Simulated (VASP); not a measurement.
# CaS (Oldhamite) (Fm-3m) in VASP: further runs

The runs below take CaS (Oldhamite) through relaxation of cell and atoms, with PBEsol.

Program: VASP 6.6.1. These are calculated values, not measurements. Logs are shortened: lines on timing, memory, paths and dates and some standing lists are left out, and cuts for length are marked.

## Step 1: The cell of the first run

The structure is cubic, space group Fm-3m (No. 225). Conventional cell: a = 5.634 Å, b = 5.634 Å, c = 5.634 Å, α = 90.00°, β = 90.00°, γ = 90.00°. Within 3.7 Å of Ca (site symmetry m-3m) lie 6 S at 2.82 Å. S (site symmetry m-3m) has 6 Ca at 2.82 Å within 3.7 Å.

## Step 2: Relaxation of cell and atoms, PBEsol, target pressure 2 GPa, at which the enthalpy is minimised

INCAR reads:

```
SYSTEM = CaS
ALGO = Normal ; EDIFF = 1E-7
EDIFFG = -0.002 ; ENCUT = 500
GGA = PS ; GGA_COMPAT = .False.
IBRION = 2 ; ISIF = 3
ISMEAR = 0 ; LASPH = .True.
LCHARG = .False. ; LREAL = .False.
LWAVE = .False. ; NELM = 120
NELMIN = 4 ; NSW = 100
PREC = Accurate ; PSTRESS = 20.0
SIGMA = 0.01
```

KPOINTS reads:

```
k-points
0
Gamma
  8 8 8
  0 0 0
```

POSCAR reads:

```
CaS
1.0
    2.8171705700      2.8171705700      0.0000000000
   -2.8171705700      2.8171705700      0.0000000000
    0.0000000000      2.8171705700      2.8171705700
Ca S
1 1
Direct
    0.0000000000      0.0000000000      0.0000000000
    0.5000000000      0.5000000000      0.0000000000
```

Potentials or basis: VASP PAW PBE potentials, release 64 (Ca_sv, S).

On the command line:

```bash
cat potpaw_PBE.64/Ca_sv/POTCAR potpaw_PBE.64/S/POTCAR > POTCAR
mpirun -np 1 vasp_std > vasp.out
```

OUTCAR:

```text
SYSTEM = CaS
   EDIFF = 1E-7
   EDIFFG = -0.002
   ENCUT = 500
   GGA = PS
   IBRION = 2
   ISIF = 3
   ISMEAR = 0
   LASPH = .True.
   LREAL = .False.
   NELM = 120
   NELMIN = 4
   NSW = 100
   PREC = Accurate
   PSTRESS = 20.0

 ion  position               nearest neighbor table
   1  0.000  0.000  0.000-   2 2.82   2 2.82   2 2.82   2 2.82   2 2.82   2 2.82
   2  0.500  0.500  0.000-   1 2.82   1 2.82   1 2.82   1 2.82   1 2.82   1 2.82

  LATTYP: Found a face centered cubic cell.
 ALAT       =     5.6343411400

  Lattice vectors:

 A1 = (   0.0000000000,   2.8171705700,   2.8171705700)
 A2 = (   2.8171705700,   0.0000000000,   2.8171705700)
 A3 = (   2.8171705700,   2.8171705700,   0.0000000000)

Analysis of symmetry for initial positions (statically):
=====================================================================
 Subroutine PRICEL returns:
 Original cell was already a primitive cell.

 Routine SETGRP: Setting up the symmetry group for a
 face centered cubic supercell.

 Subroutine GETGRP returns: Found 48 space group operations
 (whereof 48 operations were pure point group operations)
 out of a pool of 48 trial point group operations.

The static configuration has the point symmetry O_h .

Analysis of symmetry for dynamics (positions and initial velocities):
=====================================================================
 Subroutine PRICEL returns:
 Original cell was already a primitive cell.

 Routine SETGRP: Setting up the symmetry group for a
 face centered cubic supercell.

 Subroutine GETGRP returns: Found 48 space group operations
 (whereof 48 operations were pure point group operations)
 out of a pool of 48 trial point group operations.

The dynamic configuration has the point symmetry O_h .

 Subroutine INISYM returns: Found 48 space group operations
 (whereof 48 operations are pure point group operations),
 and found     1 'primitive' translations

----------------------------------------------------------------------------------------

                                     Primitive cell

  volume of cell :      44.7167

  direct lattice vectors                    reciprocal lattice vectors
     2.817170570  2.817170570  0.000000000     0.177483041  0.177483041 -0.177483041
    -2.817170570  2.817170570  0.000000000    -0.177483041  0.177483041 -0.177483041
     0.000000000  2.817170570  2.817170570     0.000000000  0.000000000  0.354966082

  length of vectors
     3.984080828  3.984080828  3.984080828     0.307409645  0.307409645  0.354966082

  position of ions in fractional coordinates (direct lattice)
     0.000000000  0.000000000  0.000000000
     0.500000000  0.500000000  0.000000000

  ion indices of the primitive-cell ions
   primitive index   ion index
                 1           1
                 2           2

----------------------------------------------------------------------------------------

 KPOINTS: k-points

Automatic generation of k-mesh.
 Grid dimensions read from file:
 generate k-points for:    8    8    8

 Generating k-lattice:

  Cartesian coordinates                     Fractional coordinates (reciprocal lattice)
     0.022185380  0.022185380 -0.022185380     0.125000000  0.000000000  0.000000000
    -0.022185380  0.022185380 -0.022185380     0.000000000  0.125000000  0.000000000
     0.000000000  0.000000000  0.044370760     0.000000000  0.000000000  0.125000000

  Length of vectors
     0.038426206  0.038426206  0.044370760

  Shift w.r.t. Gamma in fractional coordinates (k-lattice)
     0.000000000  0.000000000  0.000000000

 Subroutine IBZKPT returns following result:
 ===========================================

 Found     29 irreducible k-points:

 Following reciprocal coordinates:
            Coordinates               Weight
  0.000000  0.000000  0.000000      1.000000
  0.125000  0.000000  0.000000      8.000000
  0.250000  0.000000  0.000000      8.000000
  0.375000  0.000000  0.000000      8.000000
  0.500000  0.000000  0.000000      4.000000
  0.125000  0.125000  0.000000     12.000000
[... 16 lines left out ...]
  0.375000  0.250000  0.125000     48.000000
  0.500000  0.250000  0.125000     24.000000
 [... further k-points ...]
   k-points           NKPTS =     29   k-points in BZ     NKDIM =     29   number of bands    NBANDS=     12
   number of dos      NEDOS =    301   number of ions     NIONS =      2
   total plane-waves  NPLWV =  27000
   dimension x,y,z NGX =    30 NGY =   30 NGZ =   30
   dimension x,y,z NGXF=    60 NGYF=   60 NGZF=   60
   ions per type =               1   1
   NGX,Y,Z   is equivalent  to a cutoff of  12.52, 12.52, 12.52 a.u.
   NGXF,Y,Z  is equivalent  to a cutoff of  25.04, 25.04, 25.04 a.u.
 SYSTEM =  CaS
   PREC   = accura    normal or accurate (medium, high low for compatibility)
   ISTART =      0    job   : 0-new  1-cont  2-samecut
   ICHARG =      2    charge: 1-file 2-atom 10-const
   ISPIN  =      1    spin polarized calculation?
   LNONCOLLINEAR =      F non collinear calculations
   LSORBIT =      F    spin-orbit coupling
   LASPH  =      T    aspherical Exc in radial PAW
   ENCUT  =  500.0 eV  36.75 Ry    6.06 a.u.   7.26  7.26  7.26*2*pi/ulx,y,z
   NELM   =    120;   NELMIN=  4; NELMDL= -5     # of ELM steps
   EDIFF  = 0.1E-06   stopping-criterion for ELM
   LREAL  =      F    real-space projection
   EDIFFG = -.2E-02   stopping-criterion for IOM
   NSW    =    100    number of steps for IOM
   IBRION =      2    ionic relax: 0-MD 1-quasi-New 2-CG
   NFREE  =      1    steps in history (QN), initial steepest desc. (CG)
   ISIF   =      3    stress and relaxation
   ISYM   =      2    0-nonsym 1-usesym 2-fastsym
   POTIM  = 0.5000    time-step for ionic-motion
   TEBEG  =    0.0;   TEEND  =   0.0 temperature during run
   PSTRESS=   20.0 pullay stress
   NELECT =      16.0000    total number of electrons
   NUPDOWN=      -1.0000    fix difference up-down
   EMIN   =  10.00;   EMAX   =-10.00  energy-range for DOS
   EFERMI =   0.00;   METHOD = LEGACY
   ISMEAR =     0;   SIGMA  =   0.01  broadening in eV -4-tet -1-fermi 0-gaus
   EFERMI_NEDOS =   21; number of points for ismear=-14 and -15
   IALGO  =     38    algorithm
   IMIX   =      4    mixing-type and parameters
     AMIX     =   0.40;   BMIX     =  1.00
     AMIX_MAG =   1.60;   BMIX_MAG =  1.00
  volume/ion in A,a.u.               =      22.36       150.88
  Fermi-wavevector in a.u.,A,eV,Ry     =   1.162229  2.196294 18.378425  1.350776
  Thomas-Fermi vector in A             =   2.298792
   LORBIT       =      0    0 simple, 1 ext, 2 COOP (PROOUT), +10 PAW based schemes
   GGA     = PS    functional components
   LHFCALC =     F    Hartree Fock is set to
   AEXX    =    0.0000 exact exchange contribution
   IVDW    =     0    specifies the selected vdW correction
   LEPSILON=     F    determine dielectric tensor
   LRPA    =     F    only Hartree local field effects (RPA)
 conjugate gradient relaxation of ions
 non-spin polarized calculation
 Gauss-broadening in eV      SIGMA  =   0.01
  energy-cutoff  :      500.00
  volume of cell :       44.72
 maximum number of plane-waves:      1158
 NGX is ok and might be reduce to    30
   NGX = 15   NGY = 15   NGZ = 15

--------------------------------------- Ionic step        1  -------------------------------------------

 number of electron      16.0000000 magnetization

 Free energy of the ion-electron system (eV)
  ---------------------------------------------------
  ext. energy  EPLUGINS =         0.00000000
  ---------------------------------------------------
  free energy    TOTEN  =       -10.91599820 eV

  energy without entropy =      -10.91599820  energy(sigma->0) =      -10.91599820

------------------------ aborting loop because EDIFF is reached ----------------------------------------

  FORCE on cell =-STRESS in cart. coord.  units (eV):
  Direction    XX          YY          ZZ          XY          YZ          ZX
  --------------------------------------------------------------------------------------
  -------------------------------------------------------------------------------------
  Total        0.0418543      0.0418543      0.0418543      0.0000000      0.0000000     -0.0000000
  in kB        1.4996185      1.4996185      1.4996185      0.0000000      0.0000000     -0.0000000
  external PRESSURE =     -18.5003815 kB  Pullay stress =      20.0000000 kB
[... 61 lines left out ...]
  enthalpy is  TOTEN    =       -10.3642330776 eV   P V=        0.5376004637

--------------------------------------- Ionic step        3  -------------------------------------------

 number of electron      15.9999997 magnetization

 Free energy of the ion-electron system (eV)
  ---------------------------------------------------
  ext. energy  EPLUGINS =         0.00000000
  ---------------------------------------------------
  free energy    TOTEN  =       -10.90787038 eV

  energy without entropy =      -10.90787038  energy(sigma->0) =      -10.90787038

 E-fermi :   3.1968     XC(G=0):  -9.7704

 val. band max:        3.0921476488   @ k =   0.0000   0.0000   0.0000
 cond. band min:       5.1705129616   @ k =   0.5000   0.5000   0.0000
 fundamental gap:      2.0783653128
 Fermi energy:         3.1967915014

 k-point     1 :       0.0000    0.0000    0.0000
  band No.  band energies     occupation
      1     -35.7039      2.00000
      2     -16.7741      2.00000
      3     -16.7741      2.00000
      4     -16.7741      2.00000
      5      -8.4464      2.00000
      6       3.0921      2.00000
      7       3.0921      2.00000
      8       3.0921      2.00000
      9       7.1523      0.00000
     10       7.1523      0.00000
     11       7.1523      0.00000
     12       7.4446      0.00000
[... 331 lines left out ...]
 k-point    24 :       0.5000    0.2500    0.1250
  band No.  band energies     occupation
      1     -35.6849      2.00000
      2     -16.9600      2.00000
      3     -16.8403      2.00000
      4     -16.8087      2.00000
      5      -7.5312      2.00000
      6       0.2210      2.00000
      7       1.4398      2.00000
      8       1.7893      2.00000
      9       8.0607      0.00000
     10       8.4182      0.00000
     11       9.7083      0.00000
     12      10.0766      0.00000

 [... further k-points ...]

------------------------ aborting loop because EDIFF is reached ----------------------------------------

  FORCE on cell =-STRESS in cart. coord.  units (eV):
  Direction    XX          YY          ZZ          XY          YZ          ZX
  --------------------------------------------------------------------------------------
  -------------------------------------------------------------------------------------
  Total        0.5436927      0.5436927      0.5436927      0.0000000      0.0000000      0.0000000
  in kB       20.0343035     20.0343035     20.0343035      0.0000000      0.0000000      0.0000000
  external PRESSURE =       0.0343035 kB  Pullay stress =      20.0000000 kB
[... 17 lines left out ...]
  FREE ENERGIE OF THE ION-ELECTRON SYSTEM (eV)
  ---------------------------------------------------
  free  energy   TOTEN  =       -10.9078703757 eV

  energy  without entropy=      -10.9078703757  energy(sigma->0) =      -10.90787038

  enthalpy is  TOTEN    =       -10.3651086531 eV   P V=        0.5427617227

 reached required accuracy - stopping structural energy minimisation
```

It used 63 s of CPU time on 1 thread of AMD EPYC 7R13 Processor (Zen 3), on a shared host.

Results:

```
Free energy                                            : -10.9079 eV
Relaxed volume                                         : 21.74 Å³/atom
Relaxed cell                                           : a = 3.947 Å, b = 3.947 Å, c = 3.947 Å, α = 60.00°, β = 60.00°, γ = 90.00°
Space group after relaxing (to 0.05 Å)                 : Fm-3m (No. 225)
Energy change on relaxing (the enthalpy is what falls) : +4.1 meV/atom
Ionic steps                                            : 3
Pressure after relaxing                                : 2.0 GPa
Band gap on the k mesh                                 : 2.08 eV, indirect (least direct gap 2.94 eV)
```

Step by step:
| step | energy change (eV) | largest force (eV/Å) | pressure (GPa) | volume (Å³) |
| --- | --- | --- | --- | --- |
| 1 | 0.0000 | 0.0000 | 0.15 | 44.72 |
| 2 | 0.0142 | 0.0000 | 2.68 | 43.07 |
| 3 | 0.0081 | 0.0000 | 2.00 | 43.48 |

Final structure:
```
CELL_PARAMETERS angstrom
2.79096 2.79096 0.00000
-2.79096 2.79096 0.00000
0.00000 2.79096 2.79096
ATOMIC_POSITIONS crystal
Ca 0.00000 0.00000 0.00000
S 0.50000 0.50000 0.00000
```

Caveat: the cell is relaxed towards a set pressure, so the enthalpy falls and the energy may rise; the PAW data sets were made with another functional, which shifts forces and pressure a little.

## Step 3: Relaxation of cell and atoms, PBEsol, target pressure 4 GPa, at which the enthalpy is minimised

INCAR reads:

```
ALGO = Normal
EDIFF = 1E-7
EDIFFG = -0.002
ENCUT = 500
GGA = PS
GGA_COMPAT = F
IBRION = 2
ISIF = 3
ISMEAR = 0
LASPH = T
LCHARG = F
LREAL = F
LWAVE = F
NELM = 120
NELMIN = 4
NSW = 100
PREC = Accurate
PSTRESS = 40.0
SIGMA = 0.01
```

KPOINTS reads:

```
k-points
0
Gamma
  8 8 8
```

POSCAR is that of step 2.

Potentials or basis: VASP PAW PBE potentials, release 64 (Ca_sv, S).

On the command line:

```bash
cat potpaw_PBE.64/Ca_sv/POTCAR potpaw_PBE.64/S/POTCAR > POTCAR
mpirun -np 1 vasp_std > vasp.out
```

It used 99 s of CPU time on 1 thread of AMD EPYC 7R13 Processor (Zen 3), with other jobs on the host.

The run converged. Its results:

* Free energy: -10.8863 eV
* Relaxed volume: 21.16 Å³/atom
* Relaxed cell: a = 3.912 Å, b = 3.912 Å, c = 3.912 Å, α = 60.00°, β = 60.00°, γ = 90.00°
* Space group after relaxing (to 0.05 Å): Fm-3m (No. 225)
* Energy change on relaxing (the enthalpy is what falls): +14.9 meV/atom
* Ionic steps: 3
* Pressure after relaxing: 4.0 GPa
* Band gap on the k mesh: 2.00 eV, indirect (least direct gap 2.88 eV)

Step by step:
| step | energy change (eV) | largest force (eV/Å) | pressure (GPa) | volume (Å³) |
| --- | --- | --- | --- | --- |
| 1 | 0.0000 | 0.0000 | 0.15 | 44.72 |
| 2 | 0.0603 | 0.0000 | 5.93 | 41.33 |
| 3 | 0.0297 | 0.0000 | 4.00 | 42.32 |

Final structure:
```
Ca S
1.0
     2.76588    2.76588    0.00000
    -2.76588    2.76588    0.00000
     0.00000    2.76588    2.76588
Ca S
1 1
Direct
  0.00000 0.00000 0.00000
  0.50000 0.50000 0.00000
```

Levels at points of the mesh, in eV from the valence-band top:
```tsv
k point	band 6	band 7	band 8	band 9	band 10	band 11
(0.00, 0.00, 0.00)	0.00	0.00	0.00	4.04	4.04	4.04
(0.50, 0.00, 0.00)	-3.48	-1.37	-1.37	5.22	6.30	6.42
(0.50, 0.50, 0.00)	-2.50	-0.88	-0.88	2.00	5.73	6.32
```

Caveat: the cell is relaxed towards a set pressure, so the enthalpy falls and the energy may rise; the PAW data sets were made with another functional, which shifts forces and pressure a little. A k mesh can miss the band edges.

## Step 4: Relaxation of cell and atoms, PBEsol, target pressure 7 GPa, at which the enthalpy is minimised

INCAR reads:

```
SYSTEM = CaS
PREC     = Accurate       ! precision mode
ENCUT    = 500            ! plane-wave cutoff, eV
EDIFF    = 1E-7           ! SCF threshold, eV
ISMEAR   = 0              ! smearing method
SIGMA    = 0.01           ! smearing width, eV
LREAL    = .FALSE.        ! projectors in reciprocal space
LASPH    = .TRUE.         ! aspherical terms in the spheres
NELM     = 120            ! most SCF steps
ALGO     = Normal         ! electronic algorithm
ISIF     = 3              ! what is computed and relaxed
LWAVE    = .FALSE.        ! write WAVECAR
LCHARG   = .FALSE.        ! write CHGCAR
GGA      = PS             ! functional
IBRION   = 2              ! ionic algorithm
NSW      = 100            ! ionic steps
EDIFFG   = -0.002         ! ionic threshold
PSTRESS  = 70.0         
GGA_COMPAT= .FALSE.      
NELMIN   = 4
```

KPOINTS reads:

```
Automatic mesh
0
G
  8 8 8
  0 0 0
```

POSCAR is that of step 3.

On the command line:

```bash
cat potpaw_PBE.64/Ca_sv/POTCAR potpaw_PBE.64/S/POTCAR > POTCAR
mpirun -np 1 vasp_std > vasp.out
```

It used 120 s of CPU time on 1 thread of AMD EPYC 7R13 Processor (Zen 3), with other jobs on the host.

Results (log left out):

```
Free energy                                            : -10.8355 eV
Relaxed volume                                         : 20.41 Å³/atom
Relaxed cell                                           : a = 3.865 Å, b = 3.865 Å, c = 3.865 Å, α = 60.00°, β = 60.00°, γ = 90.00°
Space group after relaxing (to 0.05 Å)                 : Fm-3m (No. 225)
Energy change on relaxing (the enthalpy is what falls) : +40.3 meV/atom
Ionic steps                                            : 6
Pressure after relaxing                                : 7.0 GPa
Band gap on the k mesh                                 : 1.89 eV, indirect (least direct gap 2.79 eV)
```

The path:
| step | energy change (eV) | largest force (eV/Å) | pressure (GPa) | volume (Å³) |
| --- | --- | --- | --- | --- |
| 1 | 0.0000 | 0.0000 | 0.15 | 44.72 |
| 2 | 0.1987 | 0.0000 | 11.99 | 38.81 |
| 3 | 0.0802 | 0.0000 | 6.98 | 40.84 |
| 4 | 0.0835 | 0.0000 | 7.15 | 40.76 |
| 5 | 0.0789 | 0.0000 | 6.92 | 40.87 |
| 6 | 0.0805 | 0.0000 | 7.00 | 40.83 |

Final structure:
```
Ca S
1.0
     2.73300    2.73300    0.00000
    -2.73300    2.73300    0.00000
     0.00000    2.73300    2.73300
Ca S
1 1
Direct
  0.00000 0.00000 0.00000
  0.50000 0.50000 0.00000
```

Levels at points of the mesh, in eV from the valence-band top:
| k point | band 4 | band 5 | band 6 | band 7 | band 8 | band 9 | band 10 | band 11 | band 12 |
| --- | --- | --- | --- | --- | --- | --- | --- | --- | --- |
| (0.00, 0.00, 0.00) | -19.68 | -11.77 | 0.00 | 0.00 | 0.00 | 4.01 | 4.01 | 4.01 | 4.78 |
| (0.50, 0.00, 0.00) | -19.70 | -10.63 | -3.63 | -1.46 | -1.46 | 5.29 | 6.41 | 6.53 | 6.53 |
| (0.50, 0.50, 0.00) | -19.77 | -11.00 | -2.57 | -0.91 | -0.91 | 1.89 | 5.78 | 6.50 | 7.25 |

Caveat: the cell is relaxed towards a set pressure, so the enthalpy falls and the energy may rise; the PAW data sets were made with another functional, which shifts forces and pressure a little. A hybrid or GW would open this gap; PBEsol tends to underestimate it.

## Step 5: The runs side by side

| cell | gap on the mesh (eV) | pressure (GPa) |
| --- | --- | --- |
| relaxed to 2 GPa | 2.08 | 2.0 |
| relaxed to 4 GPa | 2.00 | 4.0 |
| relaxed to 7 GPa | 1.89 | 7.0 |

Alike in all rows: task relaxation of cell and atoms; level PBEsol; potentials or basis VASP PAW PBE potentials, release 64 (Ca_sv, S); no spin polarisation; k mesh 8 × 8 × 8; cutoff (eV) 500; smearing gaussian 0.01 eV.

Caveats: the cell is relaxed towards a set pressure, so the enthalpy falls and the energy may rise; the PAW data sets were made with another functional, which shifts forces and pressure a little.

Absolute energies hang on the potentials; compare differences alone.
